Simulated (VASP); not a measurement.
# LiF (P6_3mc) in VASP: notebook, part 2 of 2

VASP 6.6.1.

## Step 4: Single point, LDA (9.26 Å³/atom)

INCAR

```
  PREC = Accurate
  ENCUT = 520
  EDIFF = 1E-6
  ISMEAR = 0
  SIGMA = 0.05
  LREAL = False
  LASPH = True
  NELM = 100
  ALGO = Normal
  ISIF = 2
  LWAVE = False
  LCHARG = False
  NBANDS = 18
```

KPOINTS

```
regular mesh
0
Gamma
  9 9 6
```

POSCAR

```
LiF
1.0
    3.1291000637      0.0000000000      0.0000000000
   -1.5645500319      2.7098801462      0.0000000000
    0.0000000000      0.0000000000      4.3688495090
Li F
2 2
Direct
    0.3333333333      0.6666666667      0.3839784076
    0.6666666667      0.3333333333      0.8839784076
    0.3333333333      0.6666666667      0.9910195924
    0.6666666667      0.3333333333      0.4910195924
```

Potentials or basis: VASP PAW LDA potentials, release 64 (Li_sv, F).

Started as:

```bash
cat potpaw_LDA.64/Li_sv/POTCAR potpaw_LDA.64/F/POTCAR > POTCAR
mpirun -np 1 vasp_std > vasp.out
```

OUTCAR:

```text
PREC = Accurate
   ENCUT = 520
   EDIFF = 1E-6
   ISMEAR = 0
   LREAL = False
   LASPH = True
   NELM = 100
   ISIF = 2

 ion  position               nearest neighbor table
   1  0.333  0.667  0.384-   3 1.72   4 1.87   4 1.87   4 1.87
   2  0.667  0.333  0.884-   4 1.72   3 1.87   3 1.87   3 1.87
   3  0.333  0.667  0.991-   1 1.72   2 1.87   2 1.87   2 1.87
   4  0.667  0.333  0.491-   2 1.72   1 1.87   1 1.87   1 1.87

  LATTYP: Found a hexagonal cell.
 ALAT       =     3.1291000637
 C/A-ratio  =     1.3962000000

  Lattice vectors:

 A1 = (   3.1291000637,   0.0000000000,   0.0000000000)
 A2 = (  -1.5645500319,   2.7098801462,   0.0000000000)
 A3 = (   0.0000000000,   0.0000000000,   4.3688495090)

Analysis of symmetry for initial positions (statically):
=====================================================================
 Subroutine PRICEL returns:
 Original cell was already a primitive cell.

 Routine SETGRP: Setting up the symmetry group for a
 hexagonal supercell.

 Subroutine GETGRP returns: Found 12 space group operations
[... 171 lines left out ...]

 E-fermi :  -1.9403     XC(G=0):  -9.8591

 val. band max:       -2.3121812507   @ k =   0.0000   0.0000   0.0000
 cond. band min:       5.4027487721   @ k =   0.0000   0.0000   0.0000
 fundamental gap:      7.7149300228
 Fermi energy:        -1.9402921707

 k-point     1 :       0.0000    0.0000    0.0000
  band No.  band energies     occupation
      1     -41.5953      2.00000
      2     -41.5056      2.00000
      3     -21.5700      2.00000
      4     -21.1886      2.00000
      5      -4.9001      2.00000
      6      -3.1731      2.00000
[... 481 lines left out ...]
      5      -4.7678      2.00000
      6      -3.8707      2.00000
[... 10 lines left out ...]
     17      16.6899      0.00000
     18      19.0497      0.00000

 [... further k-points ...]

------------------------ aborting loop because EDIFF is reached ----------------------------------------

  FORCE on cell =-STRESS in cart. coord.  units (eV):
  Direction    XX          YY          ZZ          XY          YZ          ZX
  --------------------------------------------------------------------------------------
  -------------------------------------------------------------------------------------
  Total       -0.7630078     -0.7630078      1.8135626      0.0000000      0.0000000      0.0000000
  in kB      -32.9991651    -32.9991651     78.4343884      0.0000000      0.0000000      0.0000000
  external PRESSURE =       4.1453527 kB  Pullay stress =       0.0000000 kB

 VOLUME and BASIS-vectors are now :
 -----------------------------------------------------------------------------
  energy-cutoff  :      520.00
  volume of cell :       37.05
      direct lattice vectors                 reciprocal lattice vectors
     3.129100064  0.000000000  0.000000000     0.319580704  0.184510005  0.000000000
    -1.564550032  2.709880146  0.000000000     0.000000000  0.369020010  0.000000000
     0.000000000  0.000000000  4.368849509     0.000000000  0.000000000  0.228893213

 POSITION                                       TOTAL-FORCE (eV/Angst)
 -----------------------------------------------------------------------------------
     -0.00000      1.80659      1.67754        -0.000000      0.000000      0.612534
      1.56455      0.90329      3.86197         0.000000     -0.000000      0.612534
     -0.00000      1.80659      4.32962         0.000000     -0.000000     -0.612534
      1.56455      0.90329      2.14519        -0.000000     -0.000000     -0.612534
 -----------------------------------------------------------------------------------
    total drift:                                0.000001      0.000001     -0.000793

  FREE ENERGIE OF THE ION-ELECTRON SYSTEM (eV)
  ---------------------------------------------------
  free  energy   TOTEN  =       -20.7305572720 eV

  energy  without entropy=      -20.7305572720  energy(sigma->0) =      -20.73055727
```

OSZICAR:

```text
N       E                     dE             d eps       ncg     rms          rms(c)
DAV:   1     0.117268463635E+03    0.11727E+03   -0.10942E+04  1728   0.121E+03
DAV:   2    -0.120928379802E+02   -0.12936E+03   -0.12669E+03  1976   0.300E+02
DAV:   3    -0.220912045233E+02   -0.99984E+01   -0.99360E+01  3190   0.615E+01
DAV:   4    -0.221692709179E+02   -0.78066E-01   -0.77985E-01  2126   0.732E+00
DAV:   5    -0.221702036932E+02   -0.93278E-03   -0.93261E-03  2282   0.616E-01    0.699E+00
DAV:   6    -0.207670220356E+02    0.14032E+01   -0.35211E+00  1808   0.146E+01    0.217E+00
DAV:   7    -0.207426080590E+02    0.24414E-01   -0.11007E-01  1996   0.242E+00    0.138E+00
DAV:   8    -0.207313102280E+02    0.11298E-01   -0.44632E-02  2384   0.202E+00    0.318E-01
DAV:   9    -0.207303958030E+02    0.91442E-03   -0.55487E-03  1958   0.636E-01    0.887E-02
DAV:  10    -0.207305636572E+02   -0.16785E-03   -0.29512E-04  1880   0.149E-01    0.281E-02
DAV:  11    -0.207305574130E+02    0.62442E-05   -0.29331E-05  2224   0.528E-02    0.559E-03
DAV:  12    -0.207305572720E+02    0.14095E-06   -0.12022E-06  1624   0.119E-02
   1 F= -.20730557E+02 E0= -.20730557E+02  d E =-.547435E-28
```

stdout:

```text
POSCAR found type information on POSCAR LiF
 POSCAR found :  2 types and       4 ions
 scaLAPACK will be used
 LDA part: xc-table for (Slater(with rela. corr.)+CA(PZ))
 , standard interpolation
 POSCAR, INCAR and KPOINTS ok, starting setup
 FFT: planning ... GRIDC
 FFT: planning ... GRID_SOFT
 FFT: planning ... GRID
 WAVECAR not read
 entering main loop
```

Run time: 18 s. Hardware: 1 thread of Intel Xeon 8259CL, shared host; peak memory 0.14 GiB.

Results:

```yaml
Free_energy: -20.7306 eV
Largest_force: 0.613 eV/Å
Band_gap_on_the_k_mesh: 7.71 eV
```

Forces in eV/Å, atoms in the order of the input:
```
Li   0.000  0.000  0.613
Li   0.000  0.000  0.613
F    0.000  0.000 -0.613
F    0.000  0.000 -0.613
```

Levels at points of the mesh, in eV from the valence-band top:
```
           k point  band 6  band 7  band 8  band 9  band 10  band 11  band 12  band 13  band 14  band 15
(0.00, 0.00, 0.00)   -0.86   -0.86   -0.30   -0.30     0.00     7.71    12.78    16.14    17.57    17.57
(0.00, 0.00, 0.50)   -1.29   -0.58   -0.58   -0.58    -0.58     9.62     9.62    17.83    17.83    17.83
```

Caveat: the cutoff is under 1.25 times the usual one of these potentials, so pressure, stress and relaxed cells hold a basis-set (Pulay) error. A k mesh can miss the band edges.

## Step 5: Single point, LDA (9.26 Å³/atom)

INCAR

```
PREC = Accurate ; ENCUT = 520
EDIFF = 1E-6 ; ISMEAR = 0
SIGMA = 0.05 ; LREAL = False
LASPH = True ; NELM = 80
ALGO = Normal ; ISIF = 2
LWAVE = False ; LCHARG = False
GGA = CA ; NBANDS = 18
```

KPOINTS is that of step 4.

POSCAR

```
LiF
1.0
    2.9342066241      0.0000000000      0.0000000000
   -1.4671033120      2.5410974764      0.0000000000
    0.0000000000      0.0000000000      4.9684920765
Li F
2 2
Direct
    0.3333333333      0.6666666667      0.3839784076
    0.6666666667      0.3333333333      0.8839784076
    0.3333333333      0.6666666667      0.9910195924
    0.6666666667      0.3333333333      0.4910195924
```

Started as:

```bash
cat potpaw_LDA.64/Li_sv/POTCAR potpaw_LDA.64/F/POTCAR > POTCAR
mpirun -np 1 vasp_std > vasp.out
```

It took 22 s on 1 thread of Intel Xeon 8259CL, shared host; peak memory 0.15 GiB.

The run converged. Its results:

```yaml
Free_energy: -20.7378 eV
Largest_force: 0.341 eV/Å
Band_gap_on_the_k_mesh: 7.91 eV
```

Forces on the atoms (eV/Å):
```
Li   0.000  0.000 -0.341
Li   0.000  0.000 -0.341
F    0.000  0.000  0.341
F    0.000  0.000  0.341
```

Levels at points of the mesh, in eV from the valence-band top:
```tsv
k point	band 6	band 7	band 8	band 9	band 10	band 11	band 12	band 13	band 14	band 15
(0.00, 0.00, 0.00)	-0.32	-0.32	-0.07	-0.07	0.00	7.91	11.82	15.42	19.25	19.39
(0.00, 0.00, 0.50)	-1.29	-0.20	-0.20	-0.20	-0.20	9.58	9.58	17.28	17.28	19.69
```

Caveat: the cutoff is under 1.25 times the usual one of these potentials, so pressure, stress and relaxed cells hold a basis-set (Pulay) error.

## Step 6: Single point, LDA

This run uses another cell than the first one, of the same volume but with other edges.

INCAR

```
PREC = Accurate
ENCUT = 520
EDIFF = 1E-7
ISMEAR = 0
SIGMA = 0.05
LREAL = False
LASPH = True
NELM = 80
ALGO = Normal
ISIF = 2
LWAVE = False
LCHARG = False
NBANDS = 18
```

KPOINTS is that of step 5.

POSCAR

```
LiF
1.0
    3.0300909680      0.0000000000      0.0000000000
   -1.5150454840      2.6241357541      0.0000000000
    0.0000000000      0.0000000000      4.6590208518
Li F
2 2
Direct
    0.3333333333      0.6666666667      0.3839784076
    0.6666666667      0.3333333333      0.8839784076
    0.3333333333      0.6666666667      0.9910195924
    0.6666666667      0.3333333333      0.4910195924
```

Potentials or basis: VASP PAW LDA potentials, release 64 (Li_sv, F).

Started as:

```bash
cat potpaw_LDA.64/Li_sv/POTCAR potpaw_LDA.64/F/POTCAR > POTCAR
mpirun -np 1 vasp_std > vasp.out
```

It took 22 s on 1 thread of Intel Xeon 8259CL, shared host; peak memory 0.15 GiB.

The run converged. Its results:

```yaml
Free_energy: -20.8100 eV
Band_gap_on_the_k_mesh: 7.82 eV
```

Levels at points of the mesh, in eV from the valence-band top:
| k point | band 8 | band 9 | band 10 | band 11 | band 12 | band 13 |
| --- | --- | --- | --- | --- | --- | --- |
| (0.00, 0.00, 0.00) | -0.24 | -0.24 | 0.00 | 7.82 | 12.23 | 15.69 |
| (0.00, 0.00, 0.50) | -0.43 | -0.43 | -0.43 | 9.58 | 9.58 | 17.90 |

Caveat: the cutoff is under 1.25 times the usual one of these potentials, so pressure, stress and relaxed cells hold a basis-set (Pulay) error. A k mesh can miss the band edges.

## Step 7: The runs side by side

| cell | gap on the mesh (eV) | largest force (eV/Å) |
| --- | --- | --- |
| a = 3.079, b = 3.079, c = 4.512 Å, angles 90.0, 90.0, 120.0°, 4 atoms | 7.76 | 0.26 |
| a = 2.982, b = 2.982, c = 4.811 Å, angles 90.0, 90.0, 120.0°, 4 atoms | 7.87 | 0.20 |
| a = 3.129, b = 3.129, c = 4.369 Å, angles 90.0, 90.0, 120.0°, 4 atoms | 7.71 | 0.61 |
| a = 2.934, b = 2.934, c = 4.968 Å, angles 90.0, 90.0, 120.0°, 4 atoms | 7.91 | 0.34 |
| a = 3.030, b = 3.030, c = 4.659 Å, angles 90.0, 90.0, 120.0°, 4 atoms | 7.82 | - |

Alike in all rows: task single point; level LDA; potentials or basis VASP PAW LDA potentials, release 64 (Li_sv, F); no spin polarisation; k mesh 9 × 9 × 6; cutoff (eV) 520; smearing gaussian 0.05 eV.

Caveats: the cutoff is under 1.25 times the usual one of these potentials, so pressure, stress and relaxed cells hold a basis-set (Pulay) error.

Total energies depend on the potentials used, so only differences within one code and one set of settings carry meaning.
